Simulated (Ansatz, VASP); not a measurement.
# One calculation of In2S, two programs

```
CELL_PARAMETERS angstrom
4.05633 0.00000 0.00000
-2.02816 3.51288 0.00000
0.00000 0.00000 5.65306
ATOMIC_POSITIONS crystal
In 0.33333 0.66667 0.29370
In 0.66667 0.33333 0.70630
S 0.00000 0.00000 0.00000
```

Change from the starting cell: species swapped into the CaSi2 type (P-3m1, No. 164).

Alike in both runs: functional PBE; k mesh 12 × 12 × 10; occupations gaussian, width 0.1 eV; no spin polarisation.

Ansatz relaxed the structure, and its values are those at the end. VASP's run is a single point on that final structure, the one shown.

```csv
,VASP,Ansatz
version,VASP 6.6.1,Ansatz 0.2.0
potentials or method,"VASP PAW PBE potentials, release 64 (In_d, S), cutoff 520 eV","scalar-relativistic, plane waves, PAW"
valence electrons in the cell,32,32
```

```tsv
	VASP	Ansatz	Ansatz less VASP
gap on the k mesh at the Fermi level (eV)	none	none	-
pressure (GPa)	0.0	0.0	+0.03
```

A gap of «none» marks a metal or a gap that the smearing closes.
